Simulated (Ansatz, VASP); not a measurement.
**Mg3Sb2 in VASP and in Ansatz**

```xyz
5
Lattice="4.5939 0.0000 0.0000 -2.2969 3.9784 0.0000 0.0000 0.0000 7.1288" Properties=species:S:1:pos:R:3 pbc="T T T"
Mg    0.0000    2.6523    4.5170
Mg    2.2969    1.3261    2.6118
Mg    0.0000    0.0000    0.0000
Sb    0.0000    2.6523    1.5975
Sb    2.2969    1.3261    5.5312
```

Change from the starting cell: strain along c alone, the other axes held, atoms relaxed: -2.0 %.

Alike in both runs: functional PBE; k mesh 12 × 12 × 6; occupations gaussian, width 0.01 eV; no spin polarisation.

Ansatz relaxed the structure, and its values are those at the end. VASP's run is a single point on that final structure, the one shown.

|  | VASP | Ansatz |
| --- | --- | --- |
| version | VASP 6.6.1 | Ansatz 0.2.0 |
| potentials or method | VASP PAW PBE potentials, release 64 (Mg, Sb), cutoff 600 eV | scalar-relativistic, plane waves, PAW |
| valence electrons in the cell | 16 | 60 |

Ansatz gave:

```
pressure (GPa)                     : 0.9
rms of the force components (eV/Å) : 0.002
```

Question: Estimate VASP's values.

Answer: Pressure (GPa): 0.9; rms of the force components (eV/Å): 0.005.

The functional is the same, so the differences come from potentials, cutoffs and numerics. VASP's potentials hold 16 valence electrons a cell and Ansatz's 60, so a difference there can come from the potentials and not from the codes. Ansatz's warnings: stress scf threshold loose.

Neither program's run includes spin-orbit coupling.
